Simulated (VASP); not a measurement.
# Te2Mo in VASP: further runs

Runs on Te2Mo. Level: PBE+D4. Tasks: single point.

Everything below comes from runs of VASP 6.6.1. Logs are shortened: lines on timing, memory, paths and dates and some standing lists are left out, and cuts for length are marked.

## (1) The cell of the first run

The cell holds a slab with vacuum, 6 atoms: a = 3.518 Å, b = 3.518 Å, c = 14.974 Å, α = 90.00°, β = 90.00°, γ = 120.00°.

## (2) Single point, PBE+D4

INCAR

```
SYSTEM = Te2Mo
  PREC = Accurate
  ENCUT = 520
  EDIFF = 1E-6
  ISMEAR = 1
  SIGMA = 0.15
  LREAL = .FALSE.
  LASPH = .TRUE.
  NELM = 80
  ALGO = Normal
  ISIF = 2
  LWAVE = .FALSE.
  LCHARG = .FALSE.
  GGA = PE
  IVDW = 13
  NBANDS = 35
```

KPOINTS

```
regular mesh
0
G
  6 6 2
  0 0 0
```

POSCAR

```
Te2Mo
1.0
    3.5182000000      0.0000000000      0.0000000000
   -1.7591000000      3.0468510000      0.0000000000
    0.0000000000      0.0000000000     14.9736000000
Te Mo
4 2
Direct
    0.3333333333      0.6666666667      0.5795270075
    0.6666666667      0.3333333333      0.1129191110
    0.3333333333      0.6666666667      0.8202966822
    0.6666666667      0.3333333333      0.3536887856
    0.3333333333      0.6666666667      0.2333039483
    0.6666666667      0.3333333333      0.6999118448
```

Potentials or basis: VASP PAW PBE potentials, release 64 (Te, Mo_sv).

Command:

```bash
> cat potpaw_PBE.64/Te/POTCAR potpaw_PBE.64/Mo_sv/POTCAR > POTCAR
> mpirun -np 1 vasp_std > vasp.out
```

OUTCAR:

```text
SYSTEM = Te2Mo
   PREC = Accurate
   ENCUT = 520
   EDIFF = 1E-6
   ISMEAR = 1
   LREAL = .FALSE.
   LASPH = .TRUE.
   NELM = 80
   ISIF = 2
   GGA = PE
   IVDW = 13

 ion  position               nearest neighbor table
   1  0.333  0.667  0.580-   6 2.72   6 2.72   6 2.72   3 3.61
   2  0.667  0.333  0.113-   5 2.72   5 2.72   5 2.72   4 3.61
   3  0.333  0.667  0.820-   6 2.72   6 2.72   6 2.72   1 3.61
   4  0.667  0.333  0.354-   5 2.72   5 2.72   5 2.72   2 3.61
   5  0.333  0.667  0.233-   2 2.72   4 2.72   2 2.72   4 2.72   2 2.72   4 2.72
   6  0.667  0.333  0.700-   1 2.72   1 2.72   3 2.72   3 2.72   1 2.72   3 2.72

  LATTYP: Found a hexagonal cell.
 ALAT       =     3.5182000000
 C/A-ratio  =     4.2560400205

  Lattice vectors:

 A1 = (   3.5182000000,   0.0000000000,   0.0000000000)
 A2 = (  -1.7591000000,   3.0468510000,   0.0000000000)
 A3 = (   0.0000000000,   0.0000000000,  14.9736000000)

Analysis of symmetry for initial positions (statically):
=====================================================================
 Subroutine PRICEL returns:
 Original cell was already a primitive cell.

 Routine SETGRP: Setting up the symmetry group for a
 hexagonal supercell.

 Subroutine GETGRP returns: Found 12 space group operations
 (whereof  6 operations were pure point group operations)
 out of a pool of 24 trial point group operations.

The static configuration has the point symmetry C_3v.
 The point group associated with its full space group is D_3d.

Analysis of symmetry for dynamics (positions and initial velocities):
=====================================================================
 Subroutine PRICEL returns:
 Original cell was already a primitive cell.

 Routine SETGRP: Setting up the symmetry group for a
 hexagonal supercell.

 Subroutine GETGRP returns: Found 12 space group operations
 (whereof  6 operations were pure point group operations)
 out of a pool of 24 trial point group operations.

The dynamic configuration has the point symmetry C_3v.
 The point group associated with its full space group is D_3d.

 Subroutine INISYM returns: Found 12 space group operations
 (whereof  6 operations are pure point group operations),
 and found     1 'primitive' translations

----------------------------------------------------------------------------------------

                                     Primitive cell

  volume of cell :     160.5085

  direct lattice vectors                    reciprocal lattice vectors
     3.518200000  0.000000000  0.000000000     0.284236257  0.164103857  0.000000000
    -1.759100000  3.046851000  0.000000000     0.000000000  0.328207713  0.000000000
     0.000000000  0.000000000 14.973600000     0.000000000  0.000000000  0.066784207

  length of vectors
     3.518200000  3.518200368 14.973600000     0.328207748  0.328207713  0.066784207

  position of ions in fractional coordinates (direct lattice)
     0.333333333  0.666666667  0.579527007
     0.666666667  0.333333333  0.112919111
     0.333333333  0.666666667  0.820296682
     0.666666667  0.333333333  0.353688786
     0.333333333  0.666666667  0.233303948
     0.666666667  0.333333333  0.699911845

  ion indices of the primitive-cell ions
   primitive index   ion index
                 1           1
                 2           2
                 3           3
                 4           4
                 5           5
                 6           6

----------------------------------------------------------------------------------------

 KPOINTS: regular mesh

Automatic generation of k-mesh.
 Grid dimensions read from file:
 generate k-points for:    6    6    2

 Generating k-lattice:

  Cartesian coordinates                     Fractional coordinates (reciprocal lattice)
     0.047372710  0.027350643  0.000000000     0.166666667  0.000000000  0.000000000
     0.000000000  0.054701286  0.000000000     0.000000000  0.166666667  0.000000000
     0.000000000  0.000000000  0.033392103     0.000000000  0.000000000  0.500000000

  Length of vectors
     0.054701291  0.054701286  0.033392103

  Shift w.r.t. Gamma in fractional coordinates (k-lattice)
     0.000000000  0.000000000  0.000000000

 Subroutine IBZKPT returns following result:
 ===========================================

 Found     14 irreducible k-points:

 Following reciprocal coordinates:
            Coordinates               Weight
  0.000000  0.000000  0.000000      1.000000
  0.166667  0.000000  0.000000      6.000000
  0.333333  0.000000  0.000000      6.000000
  0.500000  0.000000  0.000000      3.000000
  0.166667  0.166667  0.000000      6.000000
  0.333333  0.166667  0.000000     12.000000
  0.333333  0.333333  0.000000      2.000000
  0.000000  0.000000  0.500000      1.000000
  0.166667  0.000000  0.500000      6.000000
  0.333333  0.000000  0.500000      6.000000
  0.500000  0.000000  0.500000      3.000000
  0.166667  0.166667  0.500000      6.000000
[... 36 lines left out ...]
   EFERMI_NEDOS =   21; number of points for ismear=-14 and -15
   IALGO  =     38    algorithm
   IMIX   =      4    mixing-type and parameters
     AMIX     =   0.40;   BMIX     =  1.00
     AMIX_MAG =   1.60;   BMIX_MAG =  1.00
  volume/ion in A,a.u.               =      26.75       180.53
  Fermi-wavevector in a.u.,A,eV,Ry     =   1.124372  2.124755 17.200649  1.264212
  Thomas-Fermi vector in A             =   2.261043
   LORBIT       =      0    0 simple, 1 ext, 2 COOP (PROOUT), +10 PAW based schemes
   GGA     = PE    functional components
   LHFCALC =     F    Hartree Fock is set to
   AEXX    =    0.0000 exact exchange contribution
   IVDW    =    13    specifies the selected vdW correction
   LEPSILON=     F    determine dielectric tensor
   LRPA    =     F    only Hartree local field effects (RPA)
 non-spin polarized calculation
 Methfessel and Paxton  Order N= 1 SIGMA  =   0.15
  energy-cutoff  :      520.00
  volume of cell :      160.51
 maximum number of plane-waves:      4387
 NGX is ok and might be reduce to    28
   NGX = 13   NGY = 13   NGZ = 55

 number of electron      52.0000001 magnetization

 Free energy of the ion-electron system (eV)
  ---------------------------------------------------
  ext. energy  EPLUGINS =         0.00000000
  ---------------------------------------------------
  free energy    TOTEN  =       -36.01517853 eV

  energy without entropy =      -36.01641084  energy(sigma->0) =      -36.01558930

 E-fermi :   7.3161     XC(G=0):  -9.9578

 val. band max:        7.2304781472   @ k =   0.0000   0.0000   0.0000
 cond. band min:       8.1943898907   @ k =   0.1667   0.1667   0.0000
 fundamental gap:      0.9639117436
 Fermi energy:         7.3160669082

 k-point     1 :       0.0000    0.0000    0.0000
  band No.  band energies     occupation
      1     -53.5231      2.00000
      2     -53.5230      2.00000
      3     -27.6951      2.00000
      4     -27.6951      2.00000
      5     -27.5636      2.00000
      6     -27.5636      2.00000
[... 27 lines left out ...]
     34      10.6493      0.00000
     35      12.4059      0.00000

 k-point     2 :       0.1667    0.0000    0.0000
  band No.  band energies     occupation
      1     -53.5206      2.00000
      2     -53.5206      2.00000
      3     -27.6879      2.00000
      4     -27.6879      2.00000
      5     -27.5964      2.00000
      6     -27.5964      2.00000
[... 27 lines left out ...]
     34      10.6435      0.00000
     35      12.9379      0.00000

 k-point     3 :       0.3333    0.0000    0.0000
  band No.  band energies     occupation
      1     -53.5157      2.00000
      2     -53.5157      2.00000
      3     -27.6733      2.00000
      4     -27.6733      2.00000
      5     -27.6613      2.00000
      6     -27.6613      2.00000
[... 27 lines left out ...]
     34      10.9683      0.00000
     35      12.4244      0.00000
[... 343 lines left out ...]
 k-point    13 :       0.3333    0.1667    0.5000
  band No.  band energies     occupation
      1     -53.5132      2.00000
      2     -53.5132      2.00000
      3     -27.6773      2.00000
      4     -27.6773      2.00000
      5     -27.6661      2.00000
      6     -27.6661      2.00000
[... 27 lines left out ...]
     34      10.9079      0.00000
     35      12.0805      0.00000

 k-point    14 :       0.3333    0.3333    0.5000
  band No.  band energies     occupation
      1     -53.5120      2.00000
      2     -53.5120      2.00000
      3     -27.6624      2.00000
      4     -27.6624      2.00000
      5     -27.6624      2.00000
      6     -27.6624      2.00000
[... 27 lines left out ...]
     34      11.0511      0.00000
     35      12.0379      0.00000

------------------------ aborting loop because EDIFF is reached ----------------------------------------

  DFT-D4 for vdW energy calculation

  Edisp (eV):   -3.18120

  FORCE on cell =-STRESS in cart. coord.  units (eV):
  Direction    XX          YY          ZZ          XY          YZ          ZX
  --------------------------------------------------------------------------------------
  -------------------------------------------------------------------------------------
  Total      -0.55726    -0.55726    -0.34281    -0.00000    -0.00000     0.00000
  in kB      -5.56248    -5.56248    -3.42192    -0.00000    -0.00000     0.00000
  external pressure =       -4.85 kB  Pullay stress =        0.00 kB

 VOLUME and BASIS-vectors are now :
 -----------------------------------------------------------------------------
  energy-cutoff  :      520.00
  volume of cell :      160.51
      direct lattice vectors                 reciprocal lattice vectors
     3.518200000  0.000000000  0.000000000     0.284236257  0.164103857  0.000000000
    -1.759100000  3.046851000  0.000000000     0.000000000  0.328207713  0.000000000
     0.000000000  0.000000000 14.973600000     0.000000000  0.000000000  0.066784207

 POSITION                                       TOTAL-FORCE (eV/Angst)
 -----------------------------------------------------------------------------------
     -0.00000      2.03123      8.67761        -0.000000     -0.000000     -0.174872
      1.75910      1.01562      1.69081         0.000000      0.000000     -0.216396
     -0.00000      2.03123     12.28279        -0.000000     -0.000000      0.216396
      1.75910      1.01562      5.29599         0.000000      0.000000      0.174872
     -0.00000      2.03123      3.49340        -0.000000      0.000000     -0.014017
      1.75910      1.01562     10.48020         0.000000      0.000000      0.014017
 -----------------------------------------------------------------------------------
    total drift:                               -0.000000      0.000000      0.000003

  FREE ENERGIE OF THE ION-ELECTRON SYSTEM (eV)
  ---------------------------------------------------
  free  energy   TOTEN  =       -39.1963794951 eV

  energy  without entropy=      -39.1976118030  energy(sigma->0) =      -39.19679026
```

Run time: 1.9 min. Hardware: 1 thread of AMD EPYC 7R43 (Zen 3), shared host; peak memory 0.27 GiB.

What came out:

* Free energy: -39.1964 eV
* Largest force: 0.216 eV/Å
* Band gap on the k mesh: 0.96 eV, indirect (least direct gap 1.08 eV)
* Dispersion energy per atom: -0.530 eV

Forces on the atoms (eV/Å):
```
Te   0.000  0.000 -0.175
Te   0.000  0.000 -0.216
Te   0.000  0.000  0.216
Te   0.000  0.000  0.175
Mo   0.000  0.000 -0.014
Mo   0.000  0.000  0.014
```

Caveat: spin-orbit coupling is left out, which moves the levels of the heavy elements.

## (3) Single point, PBE+D4

This run uses another cell than the first one, of 28.54 Å³/atom, 1.067 times its volume.

INCAR

```
SYSTEM = Te2Mo
  ALGO = Normal
  EDIFF = 1E-7
  ENCUT = 520
  GGA = PE
  ISIF = 2
  ISMEAR = 1
  IVDW = 13
  LASPH = .True.
  LCHARG = .True.
  LELF = .True.
  LREAL = .False.
  LVHAR = .True.
  LWAVE = .False.
  NBANDS = 35
  NELM = 60
  PREC = Accurate
  SIGMA = 0.15
```

KPOINTS

```
k-points
0
Gamma
  6 6 2
  0 0 0
```

POSCAR

```
Te2Mo
1.0
    3.5182000000      0.0000000000      0.0000000000
   -1.7591000000      3.0468510000      0.0000000000
    0.0000000000      0.0000000000     15.9736000000
Te Mo
4 2
Direct
    0.3333333333      0.6666666667      0.5432467071
    0.6666666667      0.3333333333      0.1058500025
    0.3333333333      0.6666666667      0.7689434066
    0.6666666667      0.3333333333      0.3315467021
    0.3333333333      0.6666666667      0.2186983523
    0.6666666667      0.3333333333      0.6560950568
```

Potentials or basis: VASP PAW PBE potentials, release 64 (Te, Mo_sv).

Command:

```bash
> cat potpaw_PBE.64/Te/POTCAR potpaw_PBE.64/Mo_sv/POTCAR > POTCAR
> mpirun -np 1 vasp_std > vasp.out
```

Wall time 2.4 min (1 thread of AMD EPYC 7R43 (Zen 3), shared host); peak memory 0.28 GiB.

It converged, with:

* Free energy: -39.0901 eV
* Largest force: 0.175 eV/Å
* Band gap on the k mesh: 1.02 eV, indirect (least direct gap 1.09 eV)
* Dispersion energy per atom: -0.513 eV

Forces in eV/Å, atoms in the order of the input:
```
Te   0.000  0.000 -0.175
Te   0.000  0.000 -0.150
Te   0.000  0.000  0.150
Te   0.000  0.000  0.175
Mo   0.000  0.000 -0.008
Mo   0.000  0.000  0.008
```

Levels at points of the mesh, in eV from the valence-band top:
```csv
k point,band 23,band 24,band 25,band 26,band 27,band 28,band 29,band 30
"(0.00, 0.00, 0.00)",-0.96,-0.96,-0.82,0.00,3.01,3.01,3.09,3.09
"(0.50, 0.00, 0.00)",-0.89,-0.87,-0.45,-0.30,1.35,1.38,1.60,1.79
"(0.00, 0.00, 0.50)",-0.96,-0.96,-0.66,-0.01,3.01,3.01,3.09,3.09
"(0.50, 0.00, 0.50)",-0.89,-0.87,-0.44,-0.30,1.35,1.38,1.62,1.77
```

Caveat: spin-orbit coupling is left out, which moves the levels of the heavy elements.

## (4) Single point, PBE+D4

This run uses another cell than the first one, of 30.32 Å³/atom, 1.134 times its volume.

INCAR

```
SYSTEM = Te2Mo
PREC = Accurate ; ENCUT = 520
EDIFF = 1E-7 ; ISMEAR = 1
SIGMA = 0.15 ; LREAL = .False.
LASPH = .True. ; NELM = 100
ALGO = Normal ; ISIF = 2
LWAVE = .False. ; LCHARG = .False.
GGA = PE ; IVDW = 13
NBANDS = 35
```

KPOINTS

```
Automatic mesh
0
Gamma
  6 6 2
  0 0 0
```

POSCAR

```
Te2Mo
1.0
    3.5182000000      0.0000000000      0.0000000000
   -1.7591000000      3.0468510000      0.0000000000
    0.0000000000      0.0000000000     16.9736000000
Te Mo
4 2
Direct
    0.3333333333      0.6666666667      0.5112413159
    0.6666666667      0.3333333333      0.0996138474
    0.3333333333      0.6666666667      0.7236410897
    0.6666666667      0.3333333333      0.3120136212
    0.3333333333      0.6666666667      0.2058137343
    0.6666666667      0.3333333333      0.6174412028
```

Command:

```bash
> cat potpaw_PBE.64/Te/POTCAR potpaw_PBE.64/Mo_sv/POTCAR > POTCAR
> mpirun -np 1 vasp_std > vasp.out
```

It took 2.3 min on 1 thread of AMD EPYC 7R43 (Zen 3), shared host; peak memory 0.3 GiB.

The run converged. Its results:

```
Free energy                : -39.0411 eV
Largest force              : 0.174 eV/Å
Band gap on the k mesh     : 1.04 eV, indirect (least direct gap 1.09 eV)
Dispersion energy per atom : -0.506 eV
```

Forces in eV/Å, atoms in the order of the input:
```
Te   0.000  0.000 -0.174
Te   0.000  0.000 -0.117
Te   0.000  0.000  0.117
Te   0.000  0.000  0.174
Mo   0.000  0.000 -0.005
Mo   0.000  0.000  0.005
```

Levels at points of the mesh, in eV from the valence-band top:
```
           k point  band 23  band 24  band 25  band 26  band 27  band 28  band 29  band 30
(0.00, 0.00, 0.00)    -0.95    -0.95    -0.77     0.00     3.01     3.01     3.09     3.09
(0.50, 0.00, 0.00)    -0.89    -0.87    -0.44    -0.30     1.35     1.38     1.61     1.79
(0.00, 0.00, 0.50)    -0.95    -0.95    -0.71     0.00     3.01     3.01     3.09     3.09
(0.50, 0.00, 0.50)    -0.89    -0.87    -0.44    -0.30     1.35     1.38     1.62     1.78
```

Caveat: spin-orbit coupling is left out, which moves the levels of the heavy elements.

## (5) Single point, PBE+D4

This run uses another cell than the first one, of 33.90 Å³/atom, 1.267 times its volume.

INCAR

```
ALGO     = Normal         # electronic algorithm
EDIFF    = 1E-7           # SCF threshold, eV
ENCUT    = 520            # plane-wave cutoff, eV
GGA      = PE             # functional
ISIF     = 2              # what is computed and relaxed
ISMEAR   = 1              # smearing method
IVDW     = 13             # dispersion correction
LASPH    = True           # aspherical terms in the spheres
LCHARG   = True           # write CHGCAR
LELF     = True           # ELF
LREAL    = False          # projectors in reciprocal space
LVHAR    = True         
LWAVE    = False          # write WAVECAR
NBANDS   = 35             # bands
NELM     = 60             # most SCF steps
PREC     = Accurate       # precision mode
SIGMA    = 0.15           # smearing width, eV
```

KPOINTS

```
k-points
0
Gamma
  6 6 2
```

POSCAR

```
Te2Mo
1.0
    3.5182000000      0.0000000000      0.0000000000
   -1.7591000000      3.0468510000      0.0000000000
    0.0000000000      0.0000000000     18.9736000000
Te Mo
4 2
Direct
    0.3333333333      0.6666666667      0.4573515622
    0.6666666667      0.3333333333      0.0891135894
    0.3333333333      0.6666666667      0.6473623561
    0.6666666667      0.3333333333      0.2791243834
    0.3333333333      0.6666666667      0.1841189864
    0.6666666667      0.3333333333      0.5523569591
```

Command:

```bash
> cat potpaw_PBE.64/Te/POTCAR potpaw_PBE.64/Mo_sv/POTCAR > POTCAR
> mpirun -np 1 vasp_std > vasp.out
```

Wall time 2.8 min (1 thread of AMD EPYC 7R43 (Zen 3), shared host); peak memory 0.33 GiB.

The run converged. Its results:

```yaml
Free_energy: -39.0076 eV
Largest_force: 0.173 eV/Å
Band_gap_on_the_k_mesh: 1.04 eV, indirect (least direct gap 1.09 eV)
Dispersion_energy_per_atom: -0.500 eV
```

Forces in eV/Å, atoms in the order of the input:
```
Te   0.000  0.000 -0.173
Te   0.000  0.000 -0.098
Te   0.000  0.000  0.098
Te   0.000  0.000  0.173
Mo   0.000  0.000 -0.004
Mo   0.000  0.000  0.004
```

Levels at points of the mesh, in eV from the valence-band top:
| k point | band 23 | band 24 | band 25 | band 26 | band 27 | band 28 | band 29 | band 30 |
| --- | --- | --- | --- | --- | --- | --- | --- | --- |
| (0.00, 0.00, 0.00) | -0.95 | -0.95 | -0.74 | 0.00 | 3.01 | 3.01 | 3.09 | 3.09 |
| (0.50, 0.00, 0.00) | -0.89 | -0.87 | -0.44 | -0.30 | 1.35 | 1.38 | 1.62 | 1.79 |
| (0.00, 0.00, 0.50) | -0.95 | -0.95 | -0.74 | 0.00 | 3.01 | 3.01 | 3.09 | 3.09 |
| (0.50, 0.00, 0.50) | -0.89 | -0.87 | -0.44 | -0.30 | 1.35 | 1.38 | 1.62 | 1.78 |

Caveat: spin-orbit coupling is left out, which moves the levels of the heavy elements.

## (6) Overview

| cell | gap on the mesh (eV) | largest force (eV/Å) |
| --- | --- | --- |
| a = 3.518, b = 3.518, c = 14.974 Å, angles 90.0, 90.0, 120.0°, 6 atoms | 0.96 | 0.22 |
| a = 3.518, b = 3.518, c = 15.974 Å, angles 90.0, 90.0, 120.0°, 6 atoms | 1.02 | 0.17 |
| a = 3.518, b = 3.518, c = 16.974 Å, angles 90.0, 90.0, 120.0°, 6 atoms | 1.04 | 0.17 |
| a = 3.518, b = 3.518, c = 18.974 Å, angles 90.0, 90.0, 120.0°, 6 atoms | 1.04 | 0.17 |

Alike in all rows: task single point; level PBE+D4; potentials or basis VASP PAW PBE potentials, release 64 (Te, Mo_sv); no spin polarisation; k mesh 6 × 6 × 2; cutoff (eV) 520; smearing methfessel-paxton 0.15 eV.

Caveats: spin-orbit coupling is left out, which moves the levels of the heavy elements.

Total energies depend on the potentials used, so only differences within one code and one set of settings carry meaning.
